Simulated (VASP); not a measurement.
# Al3BSb2 (Imm2) in VASP: single point with PBE

Aim: the single point of Al3BSb2 with PBE.

All numbers are computed with VASP 6.6.1; they aren't measurements. Logs are shortened: lines on timing, memory, paths and dates and some standing lists are left out, and cuts for length are marked.

**1. The cell of the first run**

It takes space group Imm2 (No. 44, orthorhombic). Conventional cell: a = 3.786 Å, b = 12.457 Å, c = 5.964 Å, α = 90.00°, β = 90.00°, γ = 90.00°. Al (site symmetry m) has 1 B at 2.07 Å within 2.7 Å. Al (site symmetry mm2) has 2 B at 2.09 Å and 2 Sb at 2.78 Å within 2.8 Å. B (site symmetry mm2) has 4 Al at 2.07 to 2.09 Å within 2.7 Å. Sb (site symmetry m) has 4 Al at 2.71 to 2.78 Å within 3.6 Å.

**2. Single point, PBE**

Contents of INCAR:

```
SYSTEM = Al3BSb2
PREC = Accurate ; ENCUT = 520
EDIFF = 1E-7 ; ISMEAR = 0
SIGMA = 0.2 ; LREAL = .False.
LASPH = .True. ; NELM = 100
ALGO = Normal ; ISIF = 2
LWAVE = .False. ; LCHARG = .True.
GGA = PE ; LELF = .True.
LVHAR = .True. ; NBANDS = 20
```

Contents of KPOINTS:

```
Automatic mesh
0
Gamma
  5 5 5
  0 0 0
```

Contents of POSCAR:

```
Al3BSb2
1.0
   -1.8928444007      6.2284072037      2.9819488994
    1.8928444007     -6.2284072037      2.9819488994
    1.8928444007      6.2284072037     -2.9819488994
Al B Sb
3 1 2
Direct
    0.3256272709      0.1885289753      0.1370982956
    0.0514306796      0.1885289753      0.8629017044
    0.8425763536      0.3425763536      0.5000000000
   -0.0089886639     -0.0089886639      0.0000000000
    0.3591624153      0.0196771799      0.3394852354
    0.6801919446      0.0196771799      0.6605147646
```

Potentials or basis: VASP PAW PBE potentials, release 64 (Al, B, Sb).

Run with:

```bash
cat potpaw_PBE.64/Al/POTCAR potpaw_PBE.64/B/POTCAR potpaw_PBE.64/Sb/POTCAR > POTCAR
mpirun -np 1 vasp_std > vasp.out
```

OUTCAR:

```text
SYSTEM = Al3BSb2
   PREC = Accurate
   ENCUT = 520
   EDIFF = 1E-7
   ISMEAR = 0
   LREAL = .False.
   LASPH = .True.
   NELM = 100
   ISIF = 2
   GGA = PE

 ion  position               nearest neighbor table
   1  0.326  0.189  0.137-   4 2.07   5 2.71   6 2.75   6 2.75   3 3.28   3 3.28
   2  0.051  0.189  0.863-   4 2.07   6 2.71   5 2.75   5 2.75   3 3.28   3 3.28
   3  0.843  0.343  0.500-   4 2.09   4 2.09   5 2.78   6 2.78   1 3.28   1 3.28   2 3.28   2 3.28

   4  0.991  0.991  0.000-   1 2.07   2 2.07   3 2.09   3 2.09
   5  0.359  0.020  0.339-   1 2.71   2 2.75   2 2.75   3 2.78
   6  0.680  0.020  0.661-   2 2.71   1 2.75   1 2.75   3 2.78

  LATTYP: Found a body centered orthorhombic cell.
 ALAT       =     3.7856888014
 B/A-ratio  =     1.5753798349
 C/A-ratio  =     3.2905014281

  Lattice vectors:

 A1 = (   1.8928444007,  -6.2284072037,  -2.9819488994)
 A2 = (  -1.8928444007,  -6.2284072037,   2.9819488994)
 A3 = (  -1.8928444007,   6.2284072037,  -2.9819488994)

Analysis of symmetry for initial positions (statically):
=====================================================================
 Subroutine PRICEL returns:
 Original cell was already a primitive cell.

 Routine SETGRP: Setting up the symmetry group for a
 body centered orthorhombic supercell.

 Subroutine GETGRP returns: Found  4 space group operations
 (whereof  4 operations were pure point group operations)
 out of a pool of  8 trial point group operations.

The static configuration has the point symmetry C_2v.

Analysis of symmetry for dynamics (positions and initial velocities):
=====================================================================
 Subroutine PRICEL returns:
 Original cell was already a primitive cell.

 Routine SETGRP: Setting up the symmetry group for a
 body centered orthorhombic supercell.

 Subroutine GETGRP returns: Found  4 space group operations
 (whereof  4 operations were pure point group operations)
 out of a pool of  8 trial point group operations.

The dynamic configuration has the point symmetry C_2v.

 Subroutine INISYM returns: Found  4 space group operations
 (whereof  4 operations are pure point group operations),
 and found     1 'primitive' translations

----------------------------------------------------------------------------------------

                                     Primitive cell

  volume of cell :     140.6216

  direct lattice vectors                    reciprocal lattice vectors
    -1.892844401  6.228407204  2.981948899     0.000000000  0.080277346  0.167675576
     1.892844401 -6.228407204  2.981948899     0.264152722  0.000000000  0.167675576
     1.892844401  6.228407204 -2.981948899     0.264152722  0.080277346  0.000000000

  length of vectors
     7.160163089  7.160163089  7.160163089     0.185901993  0.312876588  0.276081714

  position of ions in fractional coordinates (direct lattice)
     0.325627271  0.188528975  0.137098296
     0.051430680  0.188528975  0.862901704
     0.842576354  0.342576354  0.500000000
     0.991011336  0.991011336  0.000000000
     0.359162415  0.019677180  0.339485235
     0.680191945  0.019677180  0.660514765

  ion indices of the primitive-cell ions
   primitive index   ion index
                 1           1
                 2           2
                 3           3
                 4           4
                 5           5
                 6           6

----------------------------------------------------------------------------------------

 KPOINTS: Automatic mesh

Automatic generation of k-mesh.
 Grid dimensions read from file:
 generate k-points for:    5    5    5

 Generating k-lattice:

  Cartesian coordinates                     Fractional coordinates (reciprocal lattice)
     0.000000000  0.016055469  0.033535115     0.200000000  0.000000000  0.000000000
     0.052830544  0.000000000  0.033535115    -0.000000000  0.200000000  0.000000000
     0.052830544  0.016055469  0.000000000    -0.000000000  0.000000000  0.200000000

  Length of vectors
     0.037180399  0.062575318  0.055216343

  Shift w.r.t. Gamma in fractional coordinates (k-lattice)
     0.000000000  0.000000000  0.000000000

 Subroutine IBZKPT returns following result:
 ===========================================

 Found     27 irreducible k-points:

 Following reciprocal coordinates:
            Coordinates               Weight
  0.000000  0.000000  0.000000      1.000000
  0.200000  0.000000  0.000000      4.000000
  0.400000  0.000000  0.000000      4.000000
  0.000000  0.200000  0.000000      4.000000
  0.200000  0.200000  0.000000      8.000000
  0.400000  0.200000  0.000000      8.000000
[... 16 lines left out ...]
 -0.400000 -0.200000  0.200000      4.000000
 -0.200000 -0.200000  0.200000      2.000000
 [... further k-points ...]
   k-points           NKPTS =     27   k-points in BZ     NKDIM =     27   number of bands    NBANDS=     20
   number of dos      NEDOS =    301   number of ions     NIONS =      6
   total plane-waves  NPLWV = 157464
   dimension x,y,z NGX =    54 NGY =   54 NGZ =   54
   dimension x,y,z NGXF=   108 NGYF=  108 NGZF=  108
   ions per type =               3   1   2
   NGX,Y,Z   is equivalent  to a cutoff of  12.54, 12.54, 12.54 a.u.
   NGXF,Y,Z  is equivalent  to a cutoff of  25.08, 25.08, 25.08 a.u.
 SYSTEM =  Al3BSb2
   PREC   = accura    normal or accurate (medium, high low for compatibility)
   ISTART =      0    job   : 0-new  1-cont  2-samecut
   ICHARG =      2    charge: 1-file 2-atom 10-const
   ISPIN  =      1    spin polarized calculation?
   LNONCOLLINEAR =      F non collinear calculations
   LSORBIT =      F    spin-orbit coupling
   LASPH  =      T    aspherical Exc in radial PAW
   ENCUT  =  520.0 eV  38.22 Ry    6.18 a.u.  13.31 13.31 13.31*2*pi/ulx,y,z
   NELM   =    100;   NELMIN=  2; NELMDL= -5     # of ELM steps
   EDIFF  = 0.1E-06   stopping-criterion for ELM
   LREAL  =      F    real-space projection
   EDIFFG = 0.1E-05   stopping-criterion for IOM
   NSW    =      0    number of steps for IOM
   IBRION =     -1    ionic relax: 0-MD 1-quasi-New 2-CG
   NFREE  =      0    steps in history (QN), initial steepest desc. (CG)
   ISIF   =      2    stress and relaxation
   ISYM   =      2    0-nonsym 1-usesym 2-fastsym
   POTIM  = 0.5000    time-step for ionic-motion
   TEBEG  =    0.0;   TEEND  =   0.0 temperature during run
   PSTRESS=    0.0 pullay stress
   NELECT =      22.0000    total number of electrons
   NUPDOWN=      -1.0000    fix difference up-down
   EMIN   =  10.00;   EMAX   =-10.00  energy-range for DOS
   EFERMI =   0.00;   METHOD = LEGACY
   ISMEAR =     0;   SIGMA  =   0.20  broadening in eV -4-tet -1-fermi 0-gaus
   EFERMI_NEDOS =   21; number of points for ismear=-14 and -15
   IALGO  =     38    algorithm
   IMIX   =      4    mixing-type and parameters
     AMIX     =   0.40;   BMIX     =  1.00
     AMIX_MAG =   1.60;   BMIX_MAG =  1.00
  volume/ion in A,a.u.               =      23.44       158.16
  Fermi-wavevector in a.u.,A,eV,Ry     =   0.882128  1.666981 10.587375  0.778150
  Thomas-Fermi vector in A             =   2.002718
   LORBIT       =      0    0 simple, 1 ext, 2 COOP (PROOUT), +10 PAW based schemes
   GGA     = PE    functional components
   LHFCALC =     F    Hartree Fock is set to
   AEXX    =    0.0000 exact exchange contribution
   IVDW    =     0    specifies the selected vdW correction
   LEPSILON=     F    determine dielectric tensor
   LRPA    =     F    only Hartree local field effects (RPA)
 non-spin polarized calculation
 Gauss-broadening in eV      SIGMA  =   0.20
  energy-cutoff  :      520.00
  volume of cell :      140.62
 maximum number of plane-waves:      3806
 NGX is ok and might be reduce to    54
   NGX = 27   NGY = 27   NGZ = 27

 number of electron      22.0000000 magnetization

 Free energy of the ion-electron system (eV)
  ---------------------------------------------------
  ext. energy  EPLUGINS =         0.00000000
  ---------------------------------------------------
  free energy    TOTEN  =       -25.15875499 eV

  energy without entropy =      -25.10896771  energy(sigma->0) =      -25.13386135

 E-fermi :   4.7759     XC(G=0):  -9.1017

 val. band max:        4.7074814579   @ k =   0.4000  -0.4000   0.2000
 cond. band min:       4.7831195877   @ k =  -0.4000  -0.4000   0.2000
 fundamental gap:      0.0756381298
 Fermi energy:         4.7759115560

 k-point     1 :       0.0000    0.0000    0.0000
  band No.  band energies     occupation
      1      -5.7680      2.00000
      2      -3.9264      2.00000
      3      -2.5272      2.00000
      4      -0.1771      2.00000
      5       0.2878      2.00000
      6       1.4746      2.00000
[... 12 lines left out ...]
     19      10.2321      0.00000
     20      11.2011      0.00000

 k-point     2 :       0.2000    0.0000    0.0000
  band No.  band energies     occupation
      1      -5.6132      2.00000
      2      -4.1098      2.00000
      3      -2.7807      2.00000
      4      -0.3218      2.00000
      5       0.1656      2.00000
      6       2.1227      2.00000
[... 12 lines left out ...]
     19      10.2655      0.00000
     20      10.7065      0.00000

 k-point     3 :       0.4000    0.0000    0.0000
  band No.  band energies     occupation
      1      -5.1998      2.00000
      2      -4.5358      2.00000
      3      -3.2381      2.00000
      4      -0.5254      2.00000
      5       0.9198      2.00000
      6       2.3949      2.00000
[... 12 lines left out ...]
     19      10.1710      0.00000
     20      10.2701      0.00000

 k-point     4 :       0.0000    0.2000    0.0000
  band No.  band energies     occupation
      1      -5.3009      2.00000
      2      -3.8079      2.00000
      3      -2.4529      2.00000
      4      -0.1105      2.00000
      5       0.3241      2.00000
      6       2.1496      2.00000
[... 429 lines left out ...]
 k-point    23 :      -0.4000   -0.2000    0.2000
  band No.  band energies     occupation
      1      -4.9823      2.00000
      2      -4.7422      2.00000
      3      -3.4286      2.00000
      4      -0.0829      2.00000
      5       1.1155      2.00000
      6       1.6584      2.00000
[... 12 lines left out ...]
     19      10.2248      0.00000
     20      10.9262      0.00000

 k-point    24 :      -0.2000   -0.2000    0.2000
  band No.  band energies     occupation
      1      -5.2864      2.00000
      2      -4.4319      2.00000
      3      -3.1772      2.00000
      4      -0.3455      2.00000
      5       0.2207      2.00000
      6       3.1190      2.00000
[... 12 lines left out ...]
     19      10.5364      0.00000
     20      10.6903      0.00000

 [... further k-points ...]
[... 5 lines left out ...]
  --------------------------------------------------------------------------------------
  -------------------------------------------------------------------------------------
  Total        0.2789751      0.2920621      0.3472839      0.0000000      0.0000000      0.0000000
  in kB        3.1785120      3.3276195      3.9567915      0.0000000      0.0000000      0.0000000
  external PRESSURE =       3.4876410 kB  Pullay stress =       0.0000000 kB

 VOLUME and BASIS-vectors are now :
 -----------------------------------------------------------------------------
  energy-cutoff  :      520.00
  volume of cell :      140.62
      direct lattice vectors                 reciprocal lattice vectors
    -1.892844401  6.228407204  2.981948899     0.000000000  0.080277346  0.167675576
     1.892844401 -6.228407204  2.981948899     0.264152722  0.000000000  0.167675576
     1.892844401  6.228407204 -2.981948899     0.264152722  0.080277346  0.000000000

 POSITION                                       TOTAL-FORCE (eV/Angst)
 -----------------------------------------------------------------------------------
      0.00000      1.70781      1.12437         0.000000     -0.041334     -0.012740
      1.89284      4.52060     -1.85758         0.000000      0.041334     -0.012740
      0.00000      6.22841      2.04309        -0.000000     -0.000000      0.082508
      0.00000      0.00000      5.91029         0.000000      0.000000     -0.066437
     -0.00000      4.22890      0.11735        -0.000000      0.039678      0.004705
     -0.00000      8.22791      0.11735        -0.000000     -0.039678      0.004705
 -----------------------------------------------------------------------------------
    total drift:                                0.000000      0.000000      0.000284

  FREE ENERGIE OF THE ION-ELECTRON SYSTEM (eV)
  ---------------------------------------------------
  free  energy   TOTEN  =       -25.1587549899 eV

  energy  without entropy=      -25.1089677057  energy(sigma->0) =      -25.13386135
```

Wall time 2.7 min (1 thread of Intel Xeon Platinum 8259CL at 2.50GHz (Skylake/Cascade Lake), shared host); peak memory 0.39 GiB.

What came out:

- Free energy: -25.1588 eV
- Pressure: 0.3 GPa
- Largest force: 0.083 eV/Å
- Band gap on the k mesh: zero (band 11 reaches 5.69 eV, above the bottom of band 12 at 3.92 eV)

Forces on the atoms (eV/Å):
```
Al   0.000 -0.041 -0.013
Al   0.000  0.041 -0.013
Al   0.000  0.000  0.083
B    0.000  0.000 -0.066
Sb   0.000  0.040  0.005
Sb   0.000 -0.040  0.005
```

Levels at points of the mesh, in eV from the Fermi level:
| k point | band 9 | band 10 | band 11 | band 12 | band 13 | band 14 |
| --- | --- | --- | --- | --- | --- | --- |
| (0.00, 0.00, 0.00) | 0.45 | 0.50 | 0.89 | 1.76 | 2.69 | 3.77 |

Caveat: the k points lie up to 0.39 Å⁻¹ apart; spin-orbit coupling is left out, which moves the levels of the heavy elements.
